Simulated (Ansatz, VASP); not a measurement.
This is a calculation of PbS for VASP 6.6.1.

POSCAR

```
PbS
1.0
    2.1266532507      1.2278238267      3.4747772906
   -2.1266532507      1.2278238267      3.4747772906
    0.0000000000     -2.4556476535      3.4747772906
Pb S
1 1
Direct
    0.9805657800      0.9805657800      0.9805657800
    0.4750355500      0.4750355500      0.4750355500
```

The input INCAR.step1:

```
ALGO = Normal
EDIFF = 1E-4
ENCUT = 520
GGA = PE
ISMEAR = -1
LASPH = True
LCHARG = False
LREAL = False
LWAVE = True
NBANDS = 17
NELM = 80
PREC = Accurate
SIGMA = 0.05
```

The input INCAR.step2:

```
ALGO = Normal
EDIFF = 1E-7
ENCUT = 520
ISIF = 2
ISMEAR = -1
ISTART = 1
LASPH = True
LCHARG = True
LELF = True
LMIXTAU = True
LREAL = False
LVHAR = True
LWAVE = False
METAGGA = R2SCAN
NBANDS = 17
NELM = 80
PREC = Accurate
SIGMA = 0.05
```

KPOINTS

```
k-points
0
Gamma
  8 8 8
```

Potentials or basis: VASP PAW PBE potentials, release 64 (Pb_d, S).

Run with:

```console
$ cat potpaw_PBE.64/Pb_d/POTCAR potpaw_PBE.64/S/POTCAR > POTCAR
$ cp INCAR.step1 INCAR
$ mpirun -np 1 vasp_std > vasp.out
$ cp INCAR.step2 INCAR
$ mpirun -np 1 vasp_std > vasp.out
```

Task: Translate it to Ansatz 0.2.0. Potentials there: Ansatz PAW.

Result: As run (the cutoff follows the program's own potentials):

Contents of input.yaml:

```yaml
crystal:
  lattice:
    - [2.1266532507, 1.2278238267, 3.4747772906]
    - [-2.1266532507, 1.2278238267, 3.4747772906]
    - [0.0, -2.4556476535, 3.4747772906]
  atoms:
    - { symbol: Pb, position: [0.98056578, 0.98056578, 0.98056578] }
    - { symbol: S, position: [0.47503555, 0.47503555, 0.47503555] }
hamiltonian:
  xc: r2scan
  pseudopotentials: { kind: paw }
kpoints:
  mp_grid: { grid: [8, 8, 8] }
scf:
  occupations: { method: fermi_dirac, width: 0.05 }
output:
  forces: true
  stress: true
  eigenvalues: true
```

Potentials or basis: Ansatz PAW.

Run with:

```bash
$ ansatz run input.yaml --threads 2 --pin off --max-ram 5632MiB --backend cpu --events-out ev --progress --plain --runs-dir out
```

Both were run:

|  | VASP | Ansatz | Ansatz less VASP |
| --- | --- | --- | --- |
| gap on the k mesh at the Fermi level (eV) | 0.79 | 0.78 | -0.009 |
| least direct gap on the mesh (eV) | 0.79 | 0.78 | -0.009 |
| pressure (GPa) | -1.1 | -1.1 | +0.02 |

VASP's potentials were made for PBE, not for r2SCAN.

Neither program's run includes spin-orbit coupling.
